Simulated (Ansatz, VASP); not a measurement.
Ge: VASP beside Ansatz

```
Ge
1.0
     5.00564    2.89000    1.99087
    -5.00564    2.89000    1.99087
     0.00000   -5.78001    1.99087
Ge
8
Direct
  0.71420 0.71420 0.71420
  0.28580 0.28580 0.28580
  0.02699 0.72289 0.52998
  0.52998 0.02699 0.72289
  0.72289 0.52998 0.02699
  0.97301 0.27711 0.47002
  0.47002 0.97301 0.27711
  0.27711 0.47002 0.97301
```

Alike in both runs: functional PBE; k mesh 6 × 6 × 6; occupations gaussian, width 0.1 eV; no spin polarisation.

Ansatz relaxed the structure, and its values are those at the end. VASP's run is a single point on that final structure, the one shown.

|  | VASP | Ansatz |
| --- | --- | --- |
| version | VASP 6.6.1 | Ansatz 0.2.0 |
| potentials or method | VASP PAW PBE potentials, release 64 (Ge_d), cutoff 520 eV | scalar-relativistic, plane waves, PAW |
| valence electrons in the cell | 112 | 112 |

|  | VASP | Ansatz | Ansatz less VASP |
| --- | --- | --- | --- |
| gap on the k mesh at the Fermi level (eV) | none | none | - |
| pressure (GPa) | 0.0 | 0.0 | +0.04 |

A gap of «none» marks a metal or a gap that the smearing closes.
